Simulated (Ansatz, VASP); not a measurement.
# Two plane-wave programs on InAs

Contents of POSCAR:

```
InAs
1.0
    0.0000000000      3.0438898540      3.0438898540
    3.0438898540      0.0000000000      3.0438898540
    3.0438898540      3.0438898540      0.0000000000
In As
1 1
Direct
    0.0000000000      0.0000000000      0.0000000000
    0.2500000000      0.2500000000      0.2500000000
```

File INCAR.step1:

```
ALGO = Normal ; EDIFF = 1E-5
ENCUT = 520 ; GGA = PE
ISIF = 2 ; ISMEAR = 0
LASPH = T ; LCHARG = F
LREAL = F ; LWAVE = T
NBANDS = 16 ; NELM = 80
PREC = Accurate ; SIGMA = 0.1
```

The input INCAR.step2:

```
ALGO = Normal ; EDIFF = 1E-7
ENCUT = 520 ; GGA = PE
HFSCREEN = 0.2079 ; ISIF = 2
ISMEAR = 0 ; ISTART = 1
LASPH = T ; LCHARG = F
LHFCALC = T ; LREAL = F
LWAVE = F ; NBANDS = 16
NELM = 80 ; PREC = Accurate
PRECFOCK = Normal ; SIGMA = 0.1
```

File KPOINTS:

```
k-points
0
Gamma
  4 4 4
```

Input for Ansatz:

```yaml
crystal:
  lattice:
    - [0.0, 3.043889854, 3.043889854]
    - [3.043889854, 0.0, 3.043889854]
    - [3.043889854, 3.043889854, 0.0]
  atoms:
    - { symbol: In, position: [0.0, 0.0, 0.0] }
    - { symbol: As, position: [0.25, 0.25, 0.25] }
basis:
  ecutwfc: 420
kpoints:
  mp_grid: { grid: [4, 4, 4] }
  band_path:
    path:
      - [0.0, 0.0, 0.0]
      - [-0.5, -0.5, 0.0]
      - [-0.375, -0.375, 0.25]
      - [-0.375, 0.0, 0.375]
      - [0.0, 0.0, 0.5]
      - [-0.5, -0.25, 0.25]
    npoints: 1
hamiltonian:
  xc: hse06
scf:
  occupations: { method: gaussian, width: 0.1 }
  n_extra_bands: 4
output:
  eigenvalues: true
```

Alike in both runs: task single point; functional HSE06; k mesh 4 × 4 × 4; occupations gaussian, width 0.1 eV; no spin polarisation.

|  | VASP | Ansatz |
| --- | --- | --- |
| version | VASP 6.6.1 | Ansatz 0.2.0 |
| potentials or method | VASP PAW PBE potentials, release 64 (In_d, As), cutoff 520 eV | scalar-relativistic, plane waves, PAW |
| valence electrons in the cell | 18 | 28 |

|  | VASP | Ansatz | Ansatz less VASP |
| --- | --- | --- | --- |
| gap on the k mesh at the Fermi level (eV) | 0.46 | 0.46 | +0.003 |
| least direct gap on the mesh (eV) | 0.46 | 0.46 | +0.003 |

VASP's potentials hold 18 valence electrons a cell and Ansatz's 28, so a difference there can come from the potentials and not from the codes.

The k mesh is coarse, so the values compare programs but aren't converged.
